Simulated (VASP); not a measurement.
Fe, 1 atom in the cell. Symmetry: Fm-3m, No. 225, cubic system. The conventional cell has a = 3.527 Å, b = 3.527 Å, c = 3.527 Å, α = 90.00°, β = 90.00°, γ = 90.00°. Fe (site symmetry m-3m) has 12 Fe at 2.49 Å within 3.3 Å. 

```yaml
Program: VASP 6.6.1
Task: single point
Functional: PBE
Potentials_or_basis: VASP PAW PBE potentials, release 64 (Fe)
Cutoff: 520 eV
k_mesh: 11 × 11 × 11
Occupations: fermi-dirac, width 0.1 eV
Spin: collinear spin, ferromagnetic start
Starting_moments: "[1.65] μB"
Fixed_moment: 1.65 μB
Dipole_correction: no
Further_INCAR_settings: ALGO = Normal; EDIFF = 1e-07; NBANDS = 14
```

Potentials or basis: VASP PAW PBE potentials, release 64 (Fe).

Command:

```console
$ cat potpaw_PBE.64/Fe/POTCAR > POTCAR
$ mpirun -np 1 vasp_std > vasp.out
```

Hardware: 1 thread of Intel Xeon 8259CL, on a shared host.

Estimate the wall time of this run.

Wall time 34 s on 1 thread of Intel Xeon 8259CL (shared host), peak memory 0.14 GiB. Counts: scf iterations 15, k points 56.
